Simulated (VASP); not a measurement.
Wanted: the native input for a VASP 6.6.1 run.

| Quantity | Value |
| --- | --- |
| Task | single point |
| Functional | PBE |
| Potentials or basis | VASP PAW PBE potentials, release 64 (Ge_d) |
| Cutoff | 500 eV |
| k mesh | 9 × 9 × 9 |
| Occupations | fermi-dirac, width 0.05 eV |
| Spin | no spin polarisation |
| Dipole correction | no |
| Further INCAR settings | ALGO = Normal; EDIFF = 1e-06; NBANDS = 21 |

The structure of Ge lies in POSCAR:

```
Ge
1.0
    0.0000000000      2.8862417199      2.8862417199
    2.8862417199      0.0000000000      2.8862417199
    2.8862417199      2.8862417199      0.0000000000
Ge
2
Direct
    0.5000000000      0.5000000000      0.5000000000
    0.7500000000      0.7500000000      0.7500000000
```

One way to write it, as run:

INCAR

```
PREC = Accurate
ENCUT = 500
EDIFF = 1E-6
ISMEAR = -1
SIGMA = 0.05
LREAL = False
LASPH = True
NELM = 120
ALGO = Normal
ISIF = 2
LWAVE = False
LCHARG = False
GGA = PE
NBANDS = 21
GGA_COMPAT = False
```

KPOINTS

```
Automatic mesh
0
Gamma
  9 9 9
```

Potentials or basis: VASP PAW PBE potentials, release 64 (Ge_d).

Launch:

```sh
$ cat potpaw_PBE.64/Ge_d/POTCAR > POTCAR
$ mpirun -np 1 vasp_std > vasp.out
```

It gave:

```yaml
Pressure: -0.5 GPa
Band_gap_on_the_k_mesh: zero (filled and empty bands touch)
```

Caveat: semilocal functionals underestimate gaps, and a narrow one can read as zero.

It took 45 s on 1 thread of Intel Xeon 8259CL, with other jobs on the host, peak memory 0.18 GiB.
